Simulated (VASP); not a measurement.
# MgO (Fm-3m) in VASP: further runs

Runs on MgO. Level: LDA. Tasks: single point.

Program: VASP 6.6.1. These are calculated values, not measurements. Logs are shortened: lines on timing, memory, paths and dates and some standing lists are left out, and cuts for length are marked.

## (1) The cell of the first run

Symmetry: Fm-3m, No. 225, cubic system. The conventional cell has a = 4.088 Å, b = 4.088 Å, c = 4.088 Å, α = 90.00°, β = 90.00°, γ = 90.00°. Mg (site symmetry m-3m) has 6 O at 2.04 Å within 2.7 Å. O (site symmetry m-3m) has 6 Mg at 2.04 Å within 2.7 Å.

## (2) Single point, LDA

Input file INCAR:

```
SYSTEM = MgO
  PREC = Accurate
  ENCUT = 840
  EDIFF = 1E-6
  ISMEAR = 0
  SIGMA = 0.01
  LREAL = .FALSE.
  LASPH = .TRUE.
  NELM = 120
  ALGO = Normal
  ISIF = 2
  LWAVE = .FALSE.
  LCHARG = .FALSE.
  GGA = CA
  NBANDS = 15
  GGA_COMPAT = .FALSE.
```

Input file KPOINTS:

```
regular mesh
0
G
  10 10 10
  0 0 0
```

Input file POSCAR:

```
MgO
1.0
    2.0438260727      2.0438260727      0.0000000000
   -2.0438260727      2.0438260727      0.0000000000
    0.0000000000      2.0438260727      2.0438260727
Mg O
1 1
Direct
    0.0000000000      0.0000000000      0.0000000000
    0.5000000000      0.5000000000      0.0000000000
```

Potentials or basis: VASP PAW LDA potentials, release 64 (Mg_sv, O).

Command:

```console
cat potpaw_LDA.64/Mg_sv/POTCAR potpaw_LDA.64/O/POTCAR > POTCAR
mpirun -np 1 vasp_std > vasp.out
```

OUTCAR:

```text
SYSTEM = MgO
   PREC = Accurate
   ENCUT = 840
   EDIFF = 1E-6
   ISMEAR = 0
   LREAL = .FALSE.
   LASPH = .TRUE.
   NELM = 120
   ISIF = 2
   GGA = CA

 ion  position               nearest neighbor table
   1  0.000  0.000  0.000-   2 2.04   2 2.04   2 2.04   2 2.04   2 2.04   2 2.04
   2  0.500  0.500  0.000-   1 2.04   1 2.04   1 2.04   1 2.04   1 2.04   1 2.04

  LATTYP: Found a face centered cubic cell.
 ALAT       =     4.0876521454

  Lattice vectors:

 A1 = (   0.0000000000,   2.0438260727,   2.0438260727)
 A2 = (   2.0438260727,   0.0000000000,   2.0438260727)
 A3 = (   2.0438260727,   2.0438260727,   0.0000000000)

Analysis of symmetry for initial positions (statically):
=====================================================================
 Subroutine PRICEL returns:
 Original cell was already a primitive cell.

 Routine SETGRP: Setting up the symmetry group for a
 face centered cubic supercell.

 Subroutine GETGRP returns: Found 48 space group operations
 (whereof 48 operations were pure point group operations)
 out of a pool of 48 trial point group operations.

The static configuration has the point symmetry O_h .

Analysis of symmetry for dynamics (positions and initial velocities):
=====================================================================
 Subroutine PRICEL returns:
 Original cell was already a primitive cell.

 Routine SETGRP: Setting up the symmetry group for a
 face centered cubic supercell.

 Subroutine GETGRP returns: Found 48 space group operations
 (whereof 48 operations were pure point group operations)
 out of a pool of 48 trial point group operations.

The dynamic configuration has the point symmetry O_h .

 Subroutine INISYM returns: Found 48 space group operations
 (whereof 48 operations are pure point group operations),
 and found     1 'primitive' translations

----------------------------------------------------------------------------------------

                                     Primitive cell

  volume of cell :      17.0750

  direct lattice vectors                    reciprocal lattice vectors
     2.043826073  2.043826073  0.000000000     0.244639212  0.244639212 -0.244639212
    -2.043826073  2.043826073  0.000000000    -0.244639212  0.244639212 -0.244639212
     0.000000000  2.043826073  2.043826073     0.000000000  0.000000000  0.489278424

  length of vectors
     2.890406551  2.890406551  2.890406551     0.423727545  0.423727545  0.489278424

  position of ions in fractional coordinates (direct lattice)
     0.000000000  0.000000000  0.000000000
     0.500000000  0.500000000  0.000000000

  ion indices of the primitive-cell ions
   primitive index   ion index
                 1           1
                 2           2

----------------------------------------------------------------------------------------
[... 87 lines left out ...]
   IALGO  =     38    algorithm
   IMIX   =      4    mixing-type and parameters
     AMIX     =   0.40;   BMIX     =  1.00
     AMIX_MAG =   1.60;   BMIX_MAG =  1.00
  volume/ion in A,a.u.               =       8.54        57.61
  Fermi-wavevector in a.u.,A,eV,Ry     =   1.601994  3.027330 34.917786  2.566385
  Thomas-Fermi vector in A             =   2.698885
   LORBIT       =      0    0 simple, 1 ext, 2 COOP (PROOUT), +10 PAW based schemes
   GGA     = CA    functional components
   LHFCALC =     F    Hartree Fock is set to
   AEXX    =    0.0000 exact exchange contribution
   IVDW    =     0    specifies the selected vdW correction
   LEPSILON=     F    determine dielectric tensor
   LRPA    =     F    only Hartree local field effects (RPA)
 non-spin polarized calculation
 Gauss-broadening in eV      SIGMA  =   0.01
  energy-cutoff  :      840.00
  volume of cell :       17.08
 maximum number of plane-waves:       960
   NGX = 13   NGY = 13   NGZ = 13

 number of electron      16.0000009 magnetization

 Free energy of the ion-electron system (eV)
  ---------------------------------------------------
  ext. energy  EPLUGINS =         0.00000000
  ---------------------------------------------------
  free energy    TOTEN  =       -13.19876156 eV

  energy without entropy =      -13.19876156  energy(sigma->0) =      -13.19876156

 E-fermi :   3.5764     XC(G=0): -12.4066

 val. band max:        3.2642197890   @ k =   0.0000   0.0000   0.0000
 cond. band min:       8.8572664097   @ k =   0.0000   0.0000   0.0000
 fundamental gap:      5.5930466207
 Fermi energy:         3.5764282850

 k-point     1 :       0.0000    0.0000    0.0000
  band No.  band energies     occupation
      1     -67.7931      2.00000
      2     -35.2410      2.00000
      3     -35.2410      2.00000
      4     -35.2410      2.00000
      5     -14.2128      2.00000
      6       3.2642      2.00000
      7       3.2642      2.00000
      8       3.2642      2.00000
      9       8.8573      0.00000
     10      19.2803      0.00000
     11      19.2803      0.00000
     12      19.2803      0.00000
     13      23.5537      0.00000
     14      25.2963      0.00000
[... 401 lines left out ...]
      2     -35.3357      2.00000
      3     -35.3076      2.00000
      4     -35.2686      2.00000
      5     -12.3205      2.00000
      6      -0.6744      2.00000
      7       0.2968      2.00000
      8       2.0770      2.00000
      9      13.7397      0.00000
     10      16.0379      0.00000
     11      16.6182      0.00000
     12      21.9471      0.00000
     13      22.8472      0.00000
     14      27.9830      0.00000
     15      31.8489      0.00000

 [... further k-points ...]

------------------------ aborting loop because EDIFF is reached ----------------------------------------

  FORCE on cell =-STRESS in cart. coord.  units (eV):
  Direction    XX          YY          ZZ          XY          YZ          ZX
  --------------------------------------------------------------------------------------
  -------------------------------------------------------------------------------------
  Total        1.1550733      1.1550733      1.1550733      0.0000000     -0.0000000      0.0000000
  in kB      108.3822923    108.3822923    108.3822923      0.0000000     -0.0000000      0.0000000
  external PRESSURE =     108.3822923 kB  Pullay stress =       0.0000000 kB

 VOLUME and BASIS-vectors are now :
 -----------------------------------------------------------------------------
  energy-cutoff  :      840.00
  volume of cell :       17.08
      direct lattice vectors                 reciprocal lattice vectors
     2.043826073  2.043826073  0.000000000     0.244639212  0.244639212 -0.244639212
    -2.043826073  2.043826073  0.000000000    -0.244639212  0.244639212 -0.244639212
     0.000000000  2.043826073  2.043826073     0.000000000  0.000000000  0.489278424

 POSITION                                       TOTAL-FORCE (eV/Angst)
 -----------------------------------------------------------------------------------
      0.00000      0.00000      0.00000         0.000000      0.000000      0.000000
      0.00000      2.04383      0.00000        -0.000000     -0.000000      0.000000
 -----------------------------------------------------------------------------------
    total drift:                               -0.000000      0.000000     -0.000000

  FREE ENERGIE OF THE ION-ELECTRON SYSTEM (eV)
  ---------------------------------------------------
  free  energy   TOTEN  =       -13.1987615638 eV

  energy  without entropy=      -13.1987615638  energy(sigma->0) =      -13.19876156
```

OSZICAR:

```text
N       E                     dE             d eps       ncg     rms          rms(c)
DAV:   1     0.158984166315E+03    0.15898E+03   -0.13856E+04  1418   0.181E+03
DAV:   2    -0.927945496445E+01   -0.16826E+03   -0.15959E+03  1613   0.448E+02
DAV:   3    -0.147807085442E+02   -0.55013E+01   -0.54692E+01  1929   0.774E+01
DAV:   4    -0.148583049796E+02   -0.77596E-01   -0.77589E-01  1508   0.889E+00
DAV:   5    -0.148593694142E+02   -0.10644E-02   -0.10644E-02  1886   0.888E-01    0.850E+00
DAV:   6    -0.132612828160E+02    0.15981E+01   -0.23935E+00  1522   0.153E+01    0.266E+00
DAV:   7    -0.132265915382E+02    0.34691E-01   -0.13765E-01  1676   0.339E+00    0.162E+00
DAV:   8    -0.131999427746E+02    0.26649E-01   -0.41140E-02  1725   0.205E+00    0.343E-01
DAV:   9    -0.131987314619E+02    0.12113E-02   -0.34967E-03  1592   0.540E-01    0.748E-02
DAV:  10    -0.131987673622E+02   -0.35900E-04   -0.13406E-04  1802   0.134E-01    0.311E-02
DAV:  11    -0.131987616838E+02    0.56785E-05   -0.85482E-06  1676   0.295E-02    0.495E-03
DAV:  12    -0.131987615638E+02    0.12000E-06   -0.11891E-07   915   0.435E-03
   1 F= -.13198762E+02 E0= -.13198762E+02  d E =0.000000E+00
```

It took 24 s on 1 thread of AMD EPYC 7R43 (Zen 3), shared host; peak memory 0.11 GiB.

Results:

```
Free energy            : -13.1988 eV
Pressure               : 10.8 GPa
Band gap on the k mesh : 5.59 eV
```

Levels at points of the mesh, in eV from the valence-band top:
```tsv
k point	band 6	band 7	band 8	band 9	band 10	band 11
(0.00, 0.00, 0.00)	0.00	0.00	0.00	5.59	16.02	16.02
(0.50, 0.00, 0.00)	-5.11	-0.78	-0.78	8.32	13.44	16.94
(0.50, 0.50, 0.00)	-4.50	-1.49	-1.49	8.97	10.73	13.87
```

Caveat: the cell stands under pressure.

## (3) Single point, LDA

This run uses another cell than the first one, of 8.80 Å³/atom.

Input file INCAR:

```
ALGO = Normal
EDIFF = 1E-6
ENCUT = 840
GGA = CA
GGA_COMPAT = False
ISIF = 2
ISMEAR = 0
LASPH = True
LCHARG = False
LREAL = False
LWAVE = False
NBANDS = 15
NELM = 120
PREC = Accurate
SIGMA = 0.01
```

Input file KPOINTS:

```
k-points
0
Gamma
  10 10 10
```

Input file POSCAR:

```
MgO
1.0
    2.0642571146      2.0642571146      0.0000000000
   -2.0642571146      2.0642571146      0.0000000000
    0.0000000000      2.0642571146      2.0642571146
Mg O
1 1
Direct
    0.0000000000      0.0000000000      0.0000000000
    0.5000000000      0.5000000000      0.0000000000
```

Potentials or basis: VASP PAW LDA potentials, release 64 (Mg_sv, O).

Command:

```console
cat potpaw_LDA.64/Mg_sv/POTCAR potpaw_LDA.64/O/POTCAR > POTCAR
mpirun -np 1 vasp_std > vasp.out
```

Run time: 10 s. Hardware: 1 thread of Intel Xeon 6975P-C (Granite Rapids), shared host; peak memory 0.14 GiB.

Results (log left out):

```yaml
Free_energy: -13.2255 eV
Pressure: 4.7 GPa
Band_gap_on_the_k_mesh: 5.27 eV
```

Levels at points of the mesh, in eV from the valence-band top:
```csv
k point,band 6,band 7,band 8,band 9,band 10,band 11
"(0.00, 0.00, 0.00)",0.00,0.00,0.00,5.27,15.86,15.86
"(0.50, 0.00, 0.00)",-4.97,-0.74,-0.74,8.12,13.09,16.63
"(0.50, 0.50, 0.00)",-4.37,-1.45,-1.45,8.95,10.39,13.54
```

Caveat: the cell stands under pressure.

## (4) Single point, LDA

This run uses another cell than the first one, of 8.35 Å³/atom.

Input file INCAR:

```
PREC     = Accurate       # precision mode
ENCUT    = 840            # plane-wave cutoff, eV
EDIFF    = 1E-6           # SCF threshold, eV
ISMEAR   = 0              # smearing method
SIGMA    = 0.01           # smearing width, eV
LREAL    = False          # projectors in reciprocal space
LASPH    = True           # aspherical terms in the spheres
NELM     = 120            # most SCF steps
ALGO     = Normal         # electronic algorithm
ISIF     = 2              # what is computed and relaxed
LWAVE    = False          # write WAVECAR
LCHARG   = True           # write CHGCAR
LELF     = True           # ELF
LVHAR    = True         
NBANDS   = 15             # bands
GGA_COMPAT= False
```

Input file KPOINTS:

```
regular mesh
0
Gamma
  10 10 10
```

Input file POSCAR:

```
MgO
1.0
    2.0285805629      2.0285805629      0.0000000000
   -2.0285805629      2.0285805629      0.0000000000
    0.0000000000      2.0285805629      2.0285805629
Mg O
1 1
Direct
    0.0000000000      0.0000000000      0.0000000000
    0.5000000000      0.5000000000      0.0000000000
```

Potentials or basis: VASP PAW LDA potentials, release 64 (Mg_sv, O).

Command:

```console
cat potpaw_LDA.64/Mg_sv/POTCAR potpaw_LDA.64/O/POTCAR > POTCAR
mpirun -np 1 vasp_std > vasp.out
```

OUTCAR:

```text
PREC = Accurate
   ENCUT = 840
   EDIFF = 1E-6
   ISMEAR = 0
   LREAL = False
   LASPH = True
   NELM = 120
   ISIF = 2

 ion  position               nearest neighbor table
   1  0.000  0.000  0.000-   2 2.03   2 2.03   2 2.03   2 2.03   2 2.03   2 2.03
   2  0.500  0.500  0.000-   1 2.03   1 2.03   1 2.03   1 2.03   1 2.03   1 2.03

  LATTYP: Found a face centered cubic cell.
 ALAT       =     4.0571611258

  Lattice vectors:

 A1 = (   0.0000000000,   2.0285805629,   2.0285805629)
 A2 = (   2.0285805629,   0.0000000000,   2.0285805629)
 A3 = (   2.0285805629,   2.0285805629,   0.0000000000)

Analysis of symmetry for initial positions (statically):
=====================================================================
 Subroutine PRICEL returns:
 Original cell was already a primitive cell.

 Routine SETGRP: Setting up the symmetry group for a
 face centered cubic supercell.

 Subroutine GETGRP returns: Found 48 space group operations
 (whereof 48 operations were pure point group operations)
 out of a pool of 48 trial point group operations.

The static configuration has the point symmetry O_h .

Analysis of symmetry for dynamics (positions and initial velocities):
[... 175 lines left out ...]
      8       3.4457      2.00000
      9       9.2863      0.00000
     10      19.5819      0.00000
     11      19.5819      0.00000
     12      19.5819      0.00000
     13      23.9195      0.00000
     14      25.6897      0.00000
[... 401 lines left out ...]
      2     -35.0948      2.00000
      3     -35.0640      2.00000
      4     -35.0213      2.00000
      5     -12.1928      2.00000
      6      -0.5804      2.00000
      7       0.4088      2.00000
      8       2.2246      2.00000
      9      14.0511      0.00000
     10      16.4364      0.00000
     11      17.0682      0.00000
     12      22.4388      0.00000
     13      23.3403      0.00000
     14      28.4275      0.00000
     15      32.4487      0.00000

 [... further k-points ...]

------------------------ aborting loop because EDIFF is reached ----------------------------------------

  FORCE on cell =-STRESS in cart. coord.  units (eV):
  Direction    XX          YY          ZZ          XY          YZ          ZX
  --------------------------------------------------------------------------------------
  -------------------------------------------------------------------------------------
  Total        1.6622338      1.6622338      1.6622338      0.0000000      0.0000000     -0.0000000
  in kB      159.5129385    159.5129385    159.5129385      0.0000000      0.0000000     -0.0000000
  external PRESSURE =     159.5129385 kB  Pullay stress =       0.0000000 kB

 VOLUME and BASIS-vectors are now :
 -----------------------------------------------------------------------------
  energy-cutoff  :      840.00
  volume of cell :       16.70
      direct lattice vectors                 reciprocal lattice vectors
     2.028580563  2.028580563  0.000000000     0.246477763  0.246477763 -0.246477763
    -2.028580563  2.028580563  0.000000000    -0.246477763  0.246477763 -0.246477763
     0.000000000  2.028580563  2.028580563     0.000000000  0.000000000  0.492955527

 POSITION                                       TOTAL-FORCE (eV/Angst)
 -----------------------------------------------------------------------------------
      0.00000      0.00000      0.00000        -0.000000      0.000000      0.000000
      0.00000      2.02858      0.00000         0.000000     -0.000000      0.000000
 -----------------------------------------------------------------------------------
    total drift:                               -0.000000      0.000000     -0.000000

  FREE ENERGIE OF THE ION-ELECTRON SYSTEM (eV)
  ---------------------------------------------------
  free  energy   TOTEN  =       -13.1658044405 eV

  energy  without entropy=      -13.1658044405  energy(sigma->0) =      -13.16580444
```

stdout:

```text
POSCAR found type information on POSCAR MgO
 POSCAR found :  2 types and       2 ions
 scaLAPACK will be used
 LDA part: xc-table for (Slater(with rela. corr.)+CA(PZ))
 , standard interpolation
 POSCAR, INCAR and KPOINTS ok, starting setup
 FFT: planning ... GRIDC
 FFT: planning ... GRID_SOFT
 FFT: planning ... GRID
 WAVECAR not read
 entering main loop
```

Wall time 10 s (1 thread of Intel Xeon 6975P-C (Granite Rapids), shared host); peak memory 0.15 GiB.

What came out:

```yaml
Free_energy: -13.1658 eV
Pressure: 16.0 GPa
Band_gap_on_the_k_mesh: 5.84 eV
```

Caveat: the cell stands under pressure.

## (5) The runs side by side

| cell | gap on the mesh (eV) | pressure (GPa) |
| --- | --- | --- |
| a = 2.890 Å, angles 60.0, 60.0, 90.0°, 2 atoms | 5.59 | 10.8 |
| a = 2.919 Å, angles 60.0, 60.0, 90.0°, 2 atoms | 5.27 | 4.7 |
| a = 2.869 Å, angles 60.0, 60.0, 90.0°, 2 atoms | 5.84 | 16.0 |

Alike in all rows: task single point; level LDA; potentials or basis VASP PAW LDA potentials, release 64 (Mg_sv, O); no spin polarisation; k mesh 10 × 10 × 10; cutoff (eV) 840; smearing gaussian 0.01 eV.

Caveats: the cell stands under pressure.

Total energies depend on the potentials used, so only differences within one code and one set of settings carry meaning.
